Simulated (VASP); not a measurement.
# SrO (R-3m) in VASP: settings compared

The runs below take SrO through single point, with HSE06, PBE.

All numbers are computed with VASP 6.6.1; they aren't measurements. Logs are shortened: lines on timing, memory, paths and dates and some standing lists are left out, and cuts for length are marked.

## 1. The cell of the first run

The structure is trigonal, space group R-3m (No. 166). The conventional cell has a = 3.649 Å, b = 3.649 Å, c = 9.382 Å, α = 90.00°, β = 90.00°, γ = 120.00°. Sr (site symmetry -3m) has 6 O at 2.62 Å within 3.5 Å. O (site symmetry -3m) has 6 Sr at 2.62 Å within 3.5 Å.

## 2. Single point, HSE06 (strain along [111] +5.0%)

Input file POSCAR:

```
SrO
1.0
    0.0856524252      2.6655447518      2.6655447518
    2.6655447518      0.0856524252      2.6655447518
    2.6655447518      2.6655447518      0.0856524252
Sr O
1 1
Direct
    0.0000000000      0.0000000000      0.0000000000
    0.5000000000      0.5000000000      0.5000000000
```

Input file INCAR.step1:

```
PREC     = Accurate       # precision mode
ENCUT    = 520            # plane-wave cutoff, eV
EDIFF    = 1E-5           # SCF threshold, eV
ISMEAR   = 0              # smearing method
SIGMA    = 0.01           # smearing width, eV
LREAL    = F              # projectors in reciprocal space
LASPH    = T              # aspherical terms in the spheres
NELM     = 100            # most SCF steps
ALGO     = Normal         # electronic algorithm
ISIF     = 2              # what is computed and relaxed
LWAVE    = T              # write WAVECAR
LCHARG   = F              # write CHGCAR
NBANDS   = 15             # bands
GGA      = PE             # functional
```

Input file INCAR.step2:

```
PREC     = Accurate       # precision mode
ENCUT    = 520            # plane-wave cutoff, eV
EDIFF    = 1E-6           # SCF threshold, eV
ISMEAR   = 0              # smearing method
SIGMA    = 0.01           # smearing width, eV
LREAL    = F              # projectors in reciprocal space
LASPH    = T              # aspherical terms in the spheres
NELM     = 100            # most SCF steps
ALGO     = Normal         # electronic algorithm
ISIF     = 2              # what is computed and relaxed
LWAVE    = F              # write WAVECAR
LCHARG   = F              # write CHGCAR
GGA      = PE             # functional
LHFCALC  = T              # exact exchange
HFSCREEN = 0.2079         # screening, 1/A
PRECFOCK = Normal       
NBANDS   = 15             # bands
ISTART   = 1
```

Input file KPOINTS:

```
regular mesh
0
Gamma
  6 6 6
```

Potentials or basis: VASP PAW PBE potentials, release 64 (Sr_sv, O).

On the command line:

```console
$ cat potpaw_PBE.64/Sr_sv/POTCAR potpaw_PBE.64/O/POTCAR > POTCAR
$ cp INCAR.step1 INCAR
$ mpirun -np 1 vasp_std > vasp.out
$ cp INCAR.step2 INCAR
$ mpirun -np 1 vasp_std > vasp.out
```

OUTCAR:

```text
PREC = Accurate
   ENCUT = 520
   EDIFF = 1E-6
   ISMEAR = 0
   LREAL = F
   LASPH = T
   NELM = 100
   ISIF = 2
   GGA = PE
   LHFCALC = T
   HFSCREEN = 0.2079
   PRECFOCK = Normal
   ISTART = 1

 ion  position               nearest neighbor table
   1  0.000  0.000  0.000-   2 2.62   2 2.62   2 2.62   2 2.62   2 2.62   2 2.62
   2  0.500  0.500  0.500-   1 2.62   1 2.62   1 2.62   1 2.62   1 2.62   1 2.62

  LATTYP: Found a trigonal (rhomboedric) cell.
 ALAT       =     3.7706224931
 COS(alpha) =     0.5318585955

  Lattice vectors:

 A1 = (   0.0856524252,   2.6655447518,   2.6655447518)
 A2 = (   2.6655447518,   0.0856524252,   2.6655447518)
 A3 = (   2.6655447518,   2.6655447518,   0.0856524252)

Analysis of symmetry for initial positions (statically):
=====================================================================
 Subroutine PRICEL returns:
 Original cell was already a primitive cell.

 Routine SETGRP: Setting up the symmetry group for a
 trigonal (rhombohedral) supercell.

 Subroutine GETGRP returns: Found 12 space group operations
 (whereof 12 operations were pure point group operations)
 out of a pool of 12 trial point group operations.

The static configuration has the point symmetry D_3d.

Analysis of symmetry for dynamics (positions and initial velocities):
=====================================================================
 Subroutine PRICEL returns:
 Original cell was already a primitive cell.

 Routine SETGRP: Setting up the symmetry group for a
 trigonal (rhombohedral) supercell.

 Subroutine GETGRP returns: Found 12 space group operations
 (whereof 12 operations were pure point group operations)
 out of a pool of 12 trial point group operations.

The dynamic configuration has the point symmetry D_3d.

 Subroutine INISYM returns: Found 12 space group operations
 (whereof 12 operations are pure point group operations),
 and found     1 'primitive' translations

----------------------------------------------------------------------------------------

                                     Primitive cell

  volume of cell :      36.0530

  direct lattice vectors                    reciprocal lattice vectors
     0.085652425  2.665544752  2.665544752    -0.196871111  0.190741965  0.190741965
     2.665544752  0.085652425  2.665544752     0.190741965 -0.196871111  0.190741965
[... 102 lines left out ...]
   IALGO  =     38    algorithm
   IMIX   =      1    mixing-type and parameters
     AMIX     =   0.40;   BMIX     =  1.00
     AMIX_MAG =   1.60;   BMIX_MAG =  1.00
  volume/ion in A,a.u.               =      18.03       121.65
  Fermi-wavevector in a.u.,A,eV,Ry     =   1.248728  2.359753 21.215846  1.559321
  Thomas-Fermi vector in A             =   2.382801
   LORBIT       =      0    0 simple, 1 ext, 2 COOP (PROOUT), +10 PAW based schemes
   GGA     = PE    functional components
   LHFCALC =     T    Hartree Fock is set to
   PRECFOCK=normal    Normal, Fast or Accurate (Low or Medium for compatibility)
   ENCUT4O =  -1.0   cutoff for four orbital integrals eV
   NKREDX  =     1    reduce k-point grid by
   NKREDY  =     1    reduce k-point grid by
   NKREDZ  =     1    reduce k-point grid by
   AEXX    =    0.2500 exact exchange contribution
   HFSCREEN=    0.2079 screening length (either q_TF or 0.3 A-1)
   HFSCREENC=   0.2079 screening length for correlation (either q_TF or 0.3 A-1)
   ENCUTFOCK=  -1.0 apply spherical cutoff to Coloumb kernel
   IVDW    =     0    specifies the selected vdW correction
   LEPSILON=     F    determine dielectric tensor
   LRPA    =     F    only Hartree local field effects (RPA)
 non-spin polarized calculation
 Gauss-broadening in eV      SIGMA  =   0.01
  energy-cutoff  :      520.00
  volume of cell :       36.05
 maximum number of plane-waves:      1002
  NGX = 24; NGY = 24; NGZ = 24

 number of electron      16.0000001 magnetization

 Free energy of the ion-electron system (eV)
  ---------------------------------------------------
  ext. energy  EPLUGINS =         0.00000000
  ---------------------------------------------------
  free energy    TOTEN  =       -14.14247374 eV

  energy without entropy =      -14.14247374  energy(sigma->0) =      -14.14247374

 E-fermi :   0.4902     XC(G=0):  -8.0492

 val. band max:        0.3997878548   @ k =   0.0000   0.0000   0.0000
 cond. band min:       5.0883834587   @ k =   0.5000   0.5000  -0.0000
 fundamental gap:      4.6885956039
 Fermi energy:         0.4901607609

 k-point     1 :       0.0000    0.0000    0.0000
  band No.  band energies     occupation
      1     -34.2282      2.00000
      2     -16.1325      2.00000
      3     -14.6436      2.00000
      4     -14.6250      2.00000
      5     -14.6250      2.00000
      6       0.2868      2.00000
      7       0.3998      2.00000
      8       0.3998      2.00000
      9       5.3481      0.00000
     10       7.7075      0.00000
     11       8.2329      0.00000
     12       8.2329      0.00000
     13      10.2130      0.00000
     14      10.2130      0.00000
[... 401 lines left out ...]
      2     -16.5125      2.00000
      3     -15.3637      2.00000
      4     -15.0756      2.00000
      5     -14.3531      2.00000
      6      -0.5278      2.00000
      7      -0.2286      2.00000
      8      -0.0273      2.00000
      9       6.4288      0.00000
     10       9.3298      0.00000
     11      10.1035      0.00000
     12      12.7067      0.00000
     13      12.9401      0.00000
     14      14.4396      0.00000
     15      15.1306      0.00000

 [... further k-points ...]

------------------------ aborting loop because EDIFF is reached ----------------------------------------

  FORCE on cell =-STRESS in cart. coord.  units (eV):
  Direction    XX          YY          ZZ          XY          YZ          ZX
  --------------------------------------------------------------------------------------
  -------------------------------------------------------------------------------------
  Total       -0.8917257     -0.8917257     -0.8917257     -0.4573959     -0.4573959     -0.4573959
  in kB      -39.6278528    -39.6278528    -39.6278528    -20.3264517    -20.3264517    -20.3264517
  external PRESSURE =     -39.6278528 kB  Pullay stress =       0.0000000 kB

 VOLUME and BASIS-vectors are now :
 -----------------------------------------------------------------------------
  energy-cutoff  :      520.00
  volume of cell :       36.05
      direct lattice vectors                 reciprocal lattice vectors
     0.085652425  2.665544752  2.665544752    -0.196871111  0.190741965  0.190741965
     2.665544752  0.085652425  2.665544752     0.190741965 -0.196871111  0.190741965
     2.665544752  2.665544752  0.085652425     0.190741965  0.190741965 -0.196871111

 POSITION                                       TOTAL-FORCE (eV/Angst)
 -----------------------------------------------------------------------------------
      0.00000      0.00000      0.00000         0.000000      0.000000     -0.000000
      2.70837      2.70837      2.70837        -0.000000     -0.000000      0.000000
 -----------------------------------------------------------------------------------
    total drift:                                0.000000      0.000000      0.000000

  FREE ENERGIE OF THE ION-ELECTRON SYSTEM (eV)
  ---------------------------------------------------
  free  energy   TOTEN  =       -14.1424737355 eV

  energy  without entropy=      -14.1424737355  energy(sigma->0) =      -14.14247374
```

OUTCAR.step1:

```text
PREC = Accurate
   ENCUT = 520
   EDIFF = 1E-5
   ISMEAR = 0
   LREAL = F
   LASPH = T
[... 653 lines left out ...]
 -----------------------------------------------------------------------------------
      0.00000      0.00000      0.00000        -0.000000      0.000000     -0.000000
      2.70837      2.70837      2.70837         0.000000     -0.000000      0.000000
 -----------------------------------------------------------------------------------
    total drift:                                0.000000      0.000000      0.000000

  FREE ENERGIE OF THE ION-ELECTRON SYSTEM (eV)
  ---------------------------------------------------
  free  energy   TOTEN  =       -12.0306519400 eV

  energy  without entropy=      -12.0306519400  energy(sigma->0) =      -12.03065194
```

OSZICAR.step1:

```text
N       E                     dE             d eps       ncg     rms          rms(c)
DAV:   1     0.691998073605E+02    0.69200E+02   -0.83303E+03   968   0.103E+03
DAV:   2    -0.110122607263E+02   -0.80212E+02   -0.72800E+02  1358   0.216E+02
DAV:   3    -0.141707498581E+02   -0.31585E+01   -0.31409E+01  1203   0.395E+01
DAV:   4    -0.142299240422E+02   -0.59174E-01   -0.59159E-01  1250   0.516E+00
DAV:   5    -0.142311414552E+02   -0.12174E-02   -0.12174E-02  1226   0.597E-01    0.148E+01
DAV:   6    -0.122016921602E+02    0.20294E+01   -0.69510E+00   981   0.191E+01    0.174E+01
DAV:   7    -0.120407548172E+02    0.16094E+00   -0.34457E-01  1128   0.504E+00    0.101E+01
DAV:   8    -0.120291280785E+02    0.11627E-01   -0.12533E-01  1268   0.359E+00    0.361E-01
DAV:   9    -0.120300203508E+02   -0.89227E-03   -0.66739E-03  1212   0.532E-01    0.237E-01
DAV:  10    -0.120304563716E+02   -0.43602E-03   -0.43040E-04  1086   0.201E-01    0.935E-02
DAV:  11    -0.120306309428E+02   -0.17457E-03   -0.18777E-04  1072   0.101E-01    0.285E-02
DAV:  12    -0.120306522649E+02   -0.21322E-04   -0.29577E-05  1057   0.384E-02    0.181E-02
DAV:  13    -0.120306519400E+02    0.32493E-06   -0.10911E-06   676   0.102E-02
   1 F= -.12030652E+02 E0= -.12030652E+02  d E =-.418146E-15
```

Run time: 55 min. Hardware: 1 thread of AMD EPYC 9R45 (Zen 5), shared host; peak memory 0.26 GiB.

What came out:

```
Free energy            : -14.1425 eV
Pressure               : -4.0 GPa
Band gap on the k mesh : 4.69 eV (least direct gap 4.83 eV)
```

Stress tensor (GPa, compression positive):
```
-3.96 -2.03 -2.03
-2.03 -3.96 -2.03
-2.03 -2.03 -3.96
```

Caveat: the cell differs from its parent crystal (strain along [111] +5.0%); the cell stands under tension; the PAW data sets were made with another functional, which shifts forces and pressure a little. A k mesh can miss the band edges.

## 3. Single point, PBE (strain along [111] +5.0%)

Input file INCAR:

```
SYSTEM = SrO
  PREC = Accurate
  ENCUT = 520
  EDIFF = 1E-6
  ISMEAR = -1
  SIGMA = 0.02
  LREAL = .FALSE.
  LASPH = .TRUE.
  NELM = 100
  ALGO = Fast
  ISIF = 2
  LWAVE = .FALSE.
  LCHARG = .FALSE.
  GGA = PE
  NBANDS = 15
```

Input file KPOINTS:

```
regular mesh
0
G
  8 8 8
  0 0 0
```

POSCAR is that of step 2.

Potentials or basis: VASP PAW PBE potentials, release 64 (Sr_sv, O).

On the command line:

```console
$ cat potpaw_PBE.64/Sr_sv/POTCAR potpaw_PBE.64/O/POTCAR > POTCAR
$ mpirun -np 1 vasp_std > vasp.out
```

OUTCAR:

```text
SYSTEM = SrO
   PREC = Accurate
   ENCUT = 520
   EDIFF = 1E-6
   ISMEAR = -1
   LREAL = .FALSE.
   LASPH = .TRUE.
   NELM = 100
   ISIF = 2
   GGA = PE

 ion  position               nearest neighbor table
   1  0.000  0.000  0.000-   2 2.62   2 2.62   2 2.62   2 2.62   2 2.62   2 2.62
   2  0.500  0.500  0.500-   1 2.62   1 2.62   1 2.62   1 2.62   1 2.62   1 2.62

  LATTYP: Found a trigonal (rhomboedric) cell.
 ALAT       =     3.7706224931
 COS(alpha) =     0.5318585955

  Lattice vectors:

 A1 = (   0.0856524252,   2.6655447518,   2.6655447518)
 A2 = (   2.6655447518,   0.0856524252,   2.6655447518)
 A3 = (   2.6655447518,   2.6655447518,   0.0856524252)

Analysis of symmetry for initial positions (statically):
=====================================================================
 Subroutine PRICEL returns:
 Original cell was already a primitive cell.

 Routine SETGRP: Setting up the symmetry group for a
 trigonal (rhombohedral) supercell.

 Subroutine GETGRP returns: Found 12 space group operations
 (whereof 12 operations were pure point group operations)
 out of a pool of 12 trial point group operations.

The static configuration has the point symmetry D_3d.

Analysis of symmetry for dynamics (positions and initial velocities):
=====================================================================
 Subroutine PRICEL returns:
 Original cell was already a primitive cell.

 Routine SETGRP: Setting up the symmetry group for a
 trigonal (rhombohedral) supercell.

 Subroutine GETGRP returns: Found 12 space group operations
 (whereof 12 operations were pure point group operations)
 out of a pool of 12 trial point group operations.

The dynamic configuration has the point symmetry D_3d.

 Subroutine INISYM returns: Found 12 space group operations
 (whereof 12 operations are pure point group operations),
 and found     1 'primitive' translations

[... 121 lines left out ...]
   AEXX    =    0.0000 exact exchange contribution
   IVDW    =     0    specifies the selected vdW correction
   LEPSILON=     F    determine dielectric tensor
   LRPA    =     F    only Hartree local field effects (RPA)
 non-spin polarized calculation
 RMM-DIIS sequential band-by-band and
  energy-cutoff  :      520.00
  volume of cell :       36.05
 maximum number of plane-waves:      1002
   NGX = 13   NGY = 13   NGZ = 13

 number of electron      16.0000001 magnetization

 Free energy of the ion-electron system (eV)
  ---------------------------------------------------
  ext. energy  EPLUGINS =         0.00000000
  ---------------------------------------------------
  free energy    TOTEN  =       -12.03074728 eV

  energy without entropy =      -12.03074728  energy(sigma->0) =      -12.03074728

 E-fermi :   1.9056     XC(G=0):  -9.7530

 val. band max:        1.4459311415   @ k =   0.0000   0.0000   0.0000
 cond. band min:       4.6774905313   @ k =   0.5000   0.5000   0.0000
 fundamental gap:      3.2315593898
 Fermi energy:         1.9055689310

 k-point     1 :       0.0000    0.0000    0.0000
  band No.  band energies     occupation
      1     -31.2249      2.00000
      2     -13.6130      2.00000
      3     -12.9241      2.00000
      4     -12.9094      2.00000
      5     -12.9094      2.00000
      6       1.3311      2.00000
      7       1.4459      2.00000
      8       1.4459      2.00000
      9       4.9480      0.00000
     10       7.1378      0.00000
     11       7.6308      0.00000
     12       7.6308      0.00000
     13       9.5349      0.00000
     14       9.5349      0.00000
[... 401 lines left out ...]
      2     -14.6662      2.00000
      3     -13.0981      2.00000
      4     -12.9543      2.00000
      5     -11.9919      2.00000
      6      -0.0870      2.00000
      7       0.6553      2.00000
      8       0.8820      2.00000
      9       7.2257      0.00000
     10       7.5415      0.00000
     11       8.9250      0.00000
     12       9.1901      0.00000
     13      11.2878      0.00000
     14      11.5624      0.00000
     15      16.6778      0.00000

 [... further k-points ...]

------------------------ aborting loop because EDIFF is reached ----------------------------------------

  FORCE on cell =-STRESS in cart. coord.  units (eV):
  Direction    XX          YY          ZZ          XY          YZ          ZX
  --------------------------------------------------------------------------------------
  -------------------------------------------------------------------------------------
  Total       -0.4249606     -0.4249606     -0.4249606     -0.4308198     -0.4308198     -0.4308198
  in kB      -18.8850433    -18.8850433    -18.8850433    -19.1454234    -19.1454234    -19.1454234
  external PRESSURE =     -18.8850433 kB  Pullay stress =       0.0000000 kB

 VOLUME and BASIS-vectors are now :
 -----------------------------------------------------------------------------
  energy-cutoff  :      520.00
  volume of cell :       36.05
      direct lattice vectors                 reciprocal lattice vectors
     0.085652425  2.665544752  2.665544752    -0.196871111  0.190741965  0.190741965
     2.665544752  0.085652425  2.665544752     0.190741965 -0.196871111  0.190741965
     2.665544752  2.665544752  0.085652425     0.190741965  0.190741965 -0.196871111

 POSITION                                       TOTAL-FORCE (eV/Angst)
 -----------------------------------------------------------------------------------
      0.00000      0.00000      0.00000        -0.000000      0.000000     -0.000000
      2.70837      2.70837      2.70837         0.000000     -0.000000      0.000000
 -----------------------------------------------------------------------------------
    total drift:                                0.000000      0.000000      0.000000

  FREE ENERGIE OF THE ION-ELECTRON SYSTEM (eV)
  ---------------------------------------------------
  free  energy   TOTEN  =       -12.0307472807 eV

  energy  without entropy=      -12.0307472807  energy(sigma->0) =      -12.03074728
```

OSZICAR:

```text
N       E                     dE             d eps       ncg     rms          rms(c)
DAV:   1     0.675091273330E+02    0.67509E+02   -0.83986E+03  1950   0.104E+03
DAV:   2    -0.110223639912E+02   -0.78531E+02   -0.71947E+02  2664   0.217E+02
DAV:   3    -0.141728174747E+02   -0.31505E+01   -0.31351E+01  2562   0.394E+01
DAV:   4    -0.142299935030E+02   -0.57176E-01   -0.57166E-01  2500   0.504E+00
DAV:   5    -0.142311502900E+02   -0.11568E-02   -0.11568E-02  2501   0.511E-01    0.148E+01
RMM:   6    -0.121897399791E+02    0.20414E+01   -0.55734E+00  1977   0.120E+01    0.155E+01
RMM:   7    -0.120415533448E+02    0.14819E+00   -0.36687E-01  2118   0.363E+00    0.107E+01
RMM:   8    -0.120407167861E+02    0.83656E-03   -0.22941E-01  2398   0.462E+00    0.465E+00
RMM:   9    -0.120301769111E+02    0.10540E-01   -0.15868E-02  2304   0.975E-01    0.566E-01
RMM:  10    -0.120301712924E+02    0.56187E-05   -0.34210E-03  2748   0.360E-01    0.253E-01
RMM:  11    -0.120308825602E+02   -0.71127E-03   -0.23271E-03  2385   0.337E-01    0.487E-01
RMM:  12    -0.120307455862E+02    0.13697E-03   -0.48156E-04  2755   0.129E-01    0.697E-02
RMM:  13    -0.120307424289E+02    0.31573E-05   -0.12751E-04  2882   0.581E-02    0.300E-02
RMM:  14    -0.120307463621E+02   -0.39332E-05   -0.26182E-05  2800   0.237E-02    0.120E-02
RMM:  15    -0.120307472807E+02   -0.91862E-06   -0.72712E-06  2508   0.129E-02
   1 F= -.12030747E+02 E0= -.12030747E+02  d E =-.444006E-12
```

stdout:

```text
POSCAR found type information on POSCAR SrO
 POSCAR found :  2 types and       2 ions
 scaLAPACK will be used
 LDA part: xc-table for (Slater+PW92), standard interpolation
 POSCAR, INCAR and KPOINTS ok, starting setup
 FFT: planning ... GRIDC
 FFT: planning ... GRID_SOFT
 FFT: planning ... GRID
 WAVECAR not read
 entering main loop
```

Run time: 27 s. Hardware: 1 thread of AMD EPYC 9R45 (Zen 5), shared host; peak memory 0.14 GiB.

Results:

```
Free energy            : -12.0307 eV
Pressure               : -1.9 GPa
Band gap on the k mesh : 3.23 eV (least direct gap 3.35 eV)
```

Caveat: the cell differs from its parent crystal (strain along [111] +5.0%). A k mesh can miss the band edges.
